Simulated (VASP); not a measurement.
# BN in VASP: notebook, part 3 of 4

VASP 6.6.1.

## Step 4: Single point, PBE (atom 3 (N) moved by (+0.100, -0.100) A along [1 1 0] and z)

INCAR reads:

```
SYSTEM = BN
ALGO     = Normal         ! electronic algorithm
EDIFF    = 1E-7           ! SCF threshold, eV
ENCUT    = 520            ! plane-wave cutoff, eV
GGA      = PE             ! functional
ISIF     = 2              ! what is computed and relaxed
ISMEAR   = 0              ! smearing method
LASPH    = .True.         ! aspherical terms in the spheres
LCHARG   = .False.        ! write CHGCAR
LREAL    = .False.        ! projectors in reciprocal space
LWAVE    = .False.        ! write WAVECAR
NBANDS   = 16             ! bands
NELM     = 80             ! most SCF steps
PREC     = Accurate       ! precision mode
SIGMA    = 0.05           ! smearing width, eV
```

KPOINTS reads:

```
k-points
0
Gamma
  12 12 6
  0 0 0
```

POSCAR reads:

```
BN
1.0
    2.5539396017      0.0000000000      0.0000000000
   -1.2769698009      2.2117765748      0.0000000000
    0.0000000000      0.0000000000      4.2268550000
B N
2 2
Direct
    0.6666666667      0.3333333333      0.9997240000
    0.3333333333      0.6666666667      0.4997240000
    0.7103386106      0.3653034152      0.6016177482
    0.3333333333      0.6666666667      0.1252760000
```

Potentials or basis: VASP PAW PBE potentials, release 64 (B, N).

Run with:

```console
$ cat potpaw_PBE.64/B/POTCAR potpaw_PBE.64/N/POTCAR > POTCAR
$ mpirun -np 1 vasp_std > vasp.out
```

OUTCAR:

```text
SYSTEM = BN
   EDIFF = 1E-7
   ENCUT = 520
   GGA = PE
   ISIF = 2
   ISMEAR = 0
   LASPH = .True.
   LREAL = .False.
   NELM = 80
   PREC = Accurate

 ion  position               nearest neighbor table
   1  0.667  0.333  1.000-   4 1.57   4 1.57   4 1.57   3 1.69
   2  0.333  0.667  0.500-   3 1.44   3 1.56   4 1.58   3 1.61
   3  0.710  0.365  0.602-   2 1.44   2 1.56   2 1.61   1 1.69
   4  0.333  0.667  0.125-   1 1.57   1 1.57   1 1.57   2 1.58

  LATTYP: Found a hexagonal cell.
 ALAT       =     2.5539396017
 C/A-ratio  =     1.6550332659

  Lattice vectors:

 A1 = (   2.5539396017,   0.0000000000,   0.0000000000)
 A2 = (  -1.2769698009,   2.2117765748,   0.0000000000)
 A3 = (   0.0000000000,   0.0000000000,   4.2268550000)

Analysis of symmetry for initial positions (statically):
=====================================================================
 Subroutine PRICEL returns:
 Original cell was already a primitive cell.

 Routine SETGRP: Setting up the symmetry group for a
 hexagonal supercell.

 Subroutine GETGRP returns: Found  1 space group operations
 (whereof  1 operations were pure point group operations)
 out of a pool of 24 trial point group operations.

The static configuration has the point symmetry C_1 .

Analysis of symmetry for dynamics (positions and initial velocities):
=====================================================================
 Subroutine PRICEL returns:
 Original cell was already a primitive cell.

 Routine SETGRP: Setting up the symmetry group for a
 hexagonal supercell.

 Subroutine GETGRP returns: Found  1 space group operations
 (whereof  1 operations were pure point group operations)
 out of a pool of 24 trial point group operations.

The dynamic configuration has the point symmetry C_1 .

 Subroutine INISYM returns: Found  1 space group operations
 (whereof  1 operations are pure point group operations),
 and found     1 'primitive' translations

----------------------------------------------------------------------------------------

                                     Primitive cell

  volume of cell :      23.8764

  direct lattice vectors                    reciprocal lattice vectors
     2.553939602  0.000000000  0.000000000     0.391551938  0.226062617  0.000000000
    -1.276969801  2.211776575  0.000000000     0.000000000  0.452125233  0.000000000
     0.000000000  0.000000000  4.226855000     0.000000000  0.000000000  0.236582518

  length of vectors
     2.553939602  2.553939602  4.226855000     0.452125233  0.452125233  0.236582518

  position of ions in fractional coordinates (direct lattice)
     0.666666667  0.333333333  0.999724000
     0.333333333  0.666666667  0.499724000
     0.710338611  0.365303415  0.601617748
     0.333333333  0.666666667  0.125276000

  ion indices of the primitive-cell ions
   primitive index   ion index
                 1           1
                 2           2
                 3           3
                 4           4

----------------------------------------------------------------------------------------

 KPOINTS: k-points

Automatic generation of k-mesh.
 Grid dimensions read from file:
 generate k-points for:   12   12    6

 Generating k-lattice:

  Cartesian coordinates                     Fractional coordinates (reciprocal lattice)
     0.032629328  0.018838551  0.000000000     0.083333333  0.000000000  0.000000000
     0.000000000  0.037677103  0.000000000     0.000000000  0.083333333  0.000000000
     0.000000000  0.000000000  0.039430420     0.000000000  0.000000000  0.166666667

  Length of vectors
     0.037677103  0.037677103  0.039430420

  Shift w.r.t. Gamma in fractional coordinates (k-lattice)
     0.000000000  0.000000000  0.000000000

 Subroutine IBZKPT returns following result:
 ===========================================

 Found    436 irreducible k-points:

 Following reciprocal coordinates:
            Coordinates               Weight
  0.000000  0.000000  0.000000      1.000000
  0.083333  0.000000  0.000000      2.000000
  0.000000  0.083333  0.000000      2.000000
 -0.083333  0.083333  0.000000      2.000000
  0.166667  0.000000  0.000000      2.000000
  0.000000  0.166667  0.000000      2.000000
[... 16 lines left out ...]
  0.166667  0.083333  0.000000      2.000000
 -0.083333  0.250000  0.000000      2.000000
 [... further k-points ...]
   k-points           NKPTS =    436   k-points in BZ     NKDIM =    436   number of bands    NBANDS=     16
   number of dos      NEDOS =    301   number of ions     NIONS =      4
   total plane-waves  NPLWV =  12800
   dimension x,y,z NGX =    20 NGY =   20 NGZ =   32
   dimension x,y,z NGXF=    40 NGYF=   40 NGZF=   64
   ions per type =               2   2
   NGX,Y,Z   is equivalent  to a cutoff of  13.02, 13.02, 12.59 a.u.
   NGXF,Y,Z  is equivalent  to a cutoff of  26.04, 26.04, 25.17 a.u.
 SYSTEM =  BN
   PREC   = accura    normal or accurate (medium, high low for compatibility)
   ISTART =      0    job   : 0-new  1-cont  2-samecut
   ICHARG =      2    charge: 1-file 2-atom 10-const
   ISPIN  =      1    spin polarized calculation?
   LNONCOLLINEAR =      F non collinear calculations
   LSORBIT =      F    spin-orbit coupling
   LASPH  =      T    aspherical Exc in radial PAW
   ENCUT  =  520.0 eV  38.22 Ry    6.18 a.u.   4.75  4.75  7.86*2*pi/ulx,y,z
   NELM   =     80;   NELMIN=  2; NELMDL= -5     # of ELM steps
   EDIFF  = 0.1E-06   stopping-criterion for ELM
   LREAL  =      F    real-space projection
   EDIFFG = 0.1E-05   stopping-criterion for IOM
   NSW    =      0    number of steps for IOM
   IBRION =     -1    ionic relax: 0-MD 1-quasi-New 2-CG
   NFREE  =      0    steps in history (QN), initial steepest desc. (CG)
   ISIF   =      2    stress and relaxation
   ISYM   =      2    0-nonsym 1-usesym 2-fastsym
   POTIM  = 0.5000    time-step for ionic-motion
   TEBEG  =    0.0;   TEEND  =   0.0 temperature during run
   PSTRESS=    0.0 pullay stress
   NELECT =      16.0000    total number of electrons
   NUPDOWN=      -1.0000    fix difference up-down
   EMIN   =  10.00;   EMAX   =-10.00  energy-range for DOS
   EFERMI =   0.00;   METHOD = LEGACY
   ISMEAR =     0;   SIGMA  =   0.05  broadening in eV -4-tet -1-fermi 0-gaus
   EFERMI_NEDOS =   21; number of points for ismear=-14 and -15
   IALGO  =     38    algorithm
   IMIX   =      4    mixing-type and parameters
     AMIX     =   0.40;   BMIX     =  1.00
     AMIX_MAG =   1.60;   BMIX_MAG =  1.00
  volume/ion in A,a.u.               =       5.97        40.28
  Fermi-wavevector in a.u.,A,eV,Ry     =   1.432600  2.707222 27.923836  2.052344
  Thomas-Fermi vector in A             =   2.552210
   LORBIT       =      0    0 simple, 1 ext, 2 COOP (PROOUT), +10 PAW based schemes
   GGA     = PE    functional components
   LHFCALC =     F    Hartree Fock is set to
   AEXX    =    0.0000 exact exchange contribution
   IVDW    =     0    specifies the selected vdW correction
   LEPSILON=     F    determine dielectric tensor
   LRPA    =     F    only Hartree local field effects (RPA)
 non-spin polarized calculation
 Gauss-broadening in eV      SIGMA  =   0.05
  energy-cutoff  :      520.00
  volume of cell :       23.88
 maximum number of plane-waves:       660
   NGX =  9   NGY =  9   NGZ = 15

 number of electron      16.0000002 magnetization

 Free energy of the ion-electron system (eV)
  ---------------------------------------------------
  ext. energy  EPLUGINS =         0.00000000
  ---------------------------------------------------
  free energy    TOTEN  =       -34.50195435 eV

  energy without entropy =      -34.50195435  energy(sigma->0) =      -34.50195435

 E-fermi :   7.9740     XC(G=0): -12.7573

 val. band max:        7.7194527753   @ k =   0.0000   0.0000   0.0000
 cond. band min:      13.0731315596   @ k =   0.3333   0.3333   0.0000
 fundamental gap:      5.3536787843
 Fermi energy:         7.9740027592

 k-point     1 :       0.0000    0.0000    0.0000
  band No.  band energies     occupation
      1     -12.8956      2.00000
      2      -8.7510      2.00000
      3      -3.2799      2.00000
      4       4.5561      2.00000
      5       5.6491      2.00000
      6       6.9807      2.00000
[... 8 lines left out ...]
     15      20.3222      0.00000
     16      23.4977      0.00000
[... 419 lines left out ...]
 k-point    24 :      -0.0833    0.2500    0.0000
  band No.  band energies     occupation
      1     -11.8705      2.00000
      2      -8.0017      2.00000
      3      -2.2504      2.00000
      4       2.0636      2.00000
      5       2.9070      2.00000
      6       4.7088      2.00000
[... 8 lines left out ...]
     15      22.3792      0.00000
     16      23.0559      0.00000

 [... further k-points ...]
[... 5 lines left out ...]
  --------------------------------------------------------------------------------------
  -------------------------------------------------------------------------------------
  Total        1.2240107      0.1311136      0.5710174      0.6825750     -0.2321933     -0.3743932
  in kB       82.1346803      8.7981060     38.3169308     45.8027701    -15.5808466    -25.1228708
  external PRESSURE =      43.0832390 kB  Pullay stress =       0.0000000 kB

 VOLUME and BASIS-vectors are now :
 -----------------------------------------------------------------------------
  energy-cutoff  :      520.00
  volume of cell :       23.88
      direct lattice vectors                 reciprocal lattice vectors
     2.553939602  0.000000000  0.000000000     0.391551938  0.226062617  0.000000000
    -1.276969801  2.211776575  0.000000000     0.000000000  0.452125233  0.000000000
     0.000000000  0.000000000  4.226855000     0.000000000  0.000000000  0.236582518

 POSITION                                       TOTAL-FORCE (eV/Angst)
 -----------------------------------------------------------------------------------
      1.27697      0.73726      4.22569         0.333728      0.320951     -0.458195
     -0.00000      1.47452      2.11226         2.197307      1.760038     -1.643444
      1.34768      0.80797      2.54295        -2.596553     -2.137073      3.541246
     -0.00000      1.47452      0.52952         0.065519      0.056084     -1.439608
 -----------------------------------------------------------------------------------
    total drift:                               -0.000102     -0.000013      0.000073

  FREE ENERGIE OF THE ION-ELECTRON SYSTEM (eV)
  ---------------------------------------------------
  free  energy   TOTEN  =       -34.5019543511 eV

  energy  without entropy=      -34.5019543511  energy(sigma->0) =      -34.50195435
```

It took 5.6 min on 1 thread of AMD EPYC 7R13, shared host; peak memory 0.21 GiB.

Results:

* Free energy: -34.5020 eV
* Pressure: 4.3 GPa
* Largest force: 4.884 eV/Å
* Band gap on the k mesh: 5.35 eV, indirect (least direct gap 7.60 eV)

Forces in eV/Å, atoms in the order of the input:
```
B    0.334  0.321 -0.458
B    2.197  1.760 -1.643
N   -2.597 -2.137  3.541
N    0.066  0.056 -1.440
```

Stress tensor (GPa, compression positive):
```
 8.21  4.58 -2.51
 4.58  0.88 -1.56
-2.51 -1.56  3.83
```

Levels at points of the mesh, in eV from the valence-band top:
```tsv
k point	band 4	band 5	band 6	band 7	band 8	band 9	band 10	band 11	band 12	band 13
(0.00, 0.00, 0.00)	-3.16	-2.07	-0.74	-0.24	0.00	7.60	7.79	8.44	9.04	10.21
(0.50, 0.00, 0.00)	-8.53	-6.67	-5.19	-4.74	-2.49	6.39	8.41	10.84	11.04	11.92
(0.00, 0.50, 0.00)	-7.99	-7.12	-5.55	-3.94	-2.78	6.21	7.16	10.66	10.97	12.06
(0.50, 0.50, 0.00)	-8.12	-7.04	-5.39	-4.15	-2.68	6.18	7.44	10.64	10.92	12.11
(0.00, 0.00, 0.50)	-5.51	-2.66	-1.46	-1.38	-0.97	8.35	8.67	9.08	9.58	9.63
(0.50, 0.00, 0.50)	-10.19	-4.23	-3.84	-3.74	-3.20	6.04	6.28	8.93	9.55	13.70
(0.00, 0.50, 0.50)	-10.04	-4.85	-3.97	-3.82	-3.25	5.87	6.25	9.10	9.69	13.72
(0.50, 0.50, 0.50)	-10.10	-4.69	-3.96	-3.76	-3.16	5.96	6.12	9.01	9.54	13.73
```

Caveat: the cell differs from its parent crystal (atom 3 (N) moved by (+0.100, -0.100) A along [1 1 0] and z); forces of over 1 eV/Å act on the atoms, so gaps and moduli don't describe the material at rest. A k mesh can miss the band edges.

## Step 5: Single point, PBE (atom 3 (N) moved by (+0.100, +0.100) A along [1 1 0] and z)

INCAR reads:

```
PREC     = Accurate       # precision mode
ENCUT    = 520            # plane-wave cutoff, eV
EDIFF    = 1E-6           # SCF threshold, eV
ISMEAR   = 0              # smearing method
SIGMA    = 0.05           # smearing width, eV
LREAL    = F              # projectors in reciprocal space
LASPH    = T              # aspherical terms in the spheres
NELM     = 80             # most SCF steps
ALGO     = Normal         # electronic algorithm
ISIF     = 2              # what is computed and relaxed
LWAVE    = F              # write WAVECAR
LCHARG   = F              # write CHGCAR
GGA      = PE             # functional
NBANDS   = 16             # bands
```

KPOINTS reads:

```
Automatic mesh
0
Gamma
  12 12 6
```

Changes to POSCAR since step 4:

```diff
@@ -10,3 +10,3 @@
     0.3333333333      0.6666666667      0.4997240000
-    0.7103386106      0.3653034152      0.6016177482
+    0.7103386106      0.3653034152      0.6489342518
     0.3333333333      0.6666666667      0.1252760000
```

Run with:

```console
$ cat potpaw_PBE.64/B/POTCAR potpaw_PBE.64/N/POTCAR > POTCAR
$ mpirun -np 1 vasp_std > vasp.out
```

Wall time 5 min (1 thread of AMD EPYC 7R13, shared host); peak memory 0.21 GiB.

Results (log left out):

```
Free energy            : -34.5289 eV
Pressure               : 2.9 GPa
Largest force          : 4.417 eV/Å
Band gap on the k mesh : 4.05 eV, indirect (least direct gap 7.49 eV)
```

Forces in eV/Å, atoms in the order of the input:
```
B    0.327  0.314  1.246
B    1.289  1.015  1.242
N   -1.644 -1.347 -3.871
N    0.028  0.018  1.383
```

Stress tensor (GPa, compression positive):
```
 3.17  1.65 -1.46
 1.65  1.28 -0.81
-1.46 -0.81  4.38
```

Levels at points of the mesh, in eV from the valence-band top:
| k point | band 5 | band 6 | band 7 | band 8 | band 9 | band 10 | band 11 | band 12 |
| --- | --- | --- | --- | --- | --- | --- | --- | --- |
| (0.00, 0.00, 0.00) | -2.28 | -1.41 | -0.41 | 0.00 | 7.49 | 7.81 | 8.32 | 8.88 |
| (0.50, 0.00, 0.00) | -7.24 | -5.66 | -5.26 | -2.08 | 6.20 | 7.77 | 9.20 | 10.77 |
| (0.00, 0.50, 0.00) | -7.77 | -5.46 | -4.92 | -2.37 | 6.08 | 6.45 | 9.25 | 10.60 |
| (0.50, 0.50, 0.00) | -7.67 | -5.40 | -5.09 | -2.26 | 6.03 | 6.76 | 9.19 | 10.70 |
| (0.00, 0.00, 0.50) | -2.04 | -1.79 | -1.66 | -0.68 | 8.25 | 8.61 | 9.06 | 9.25 |
| (0.50, 0.00, 0.50) | -4.50 | -4.37 | -4.07 | -3.46 | 5.90 | 6.14 | 9.15 | 10.06 |
| (0.00, 0.50, 0.50) | -4.83 | -4.44 | -4.10 | -3.75 | 5.73 | 6.06 | 9.36 | 9.57 |
| (0.50, 0.50, 0.50) | -4.84 | -4.42 | -4.08 | -3.52 | 5.70 | 6.04 | 9.28 | 9.53 |

Caveat: the cell differs from its parent crystal (atom 3 (N) moved by (+0.100, +0.100) A along [1 1 0] and z); forces of over 1 eV/Å act on the atoms, so gaps and moduli don't describe the material at rest.

[end of part 3 of 4]
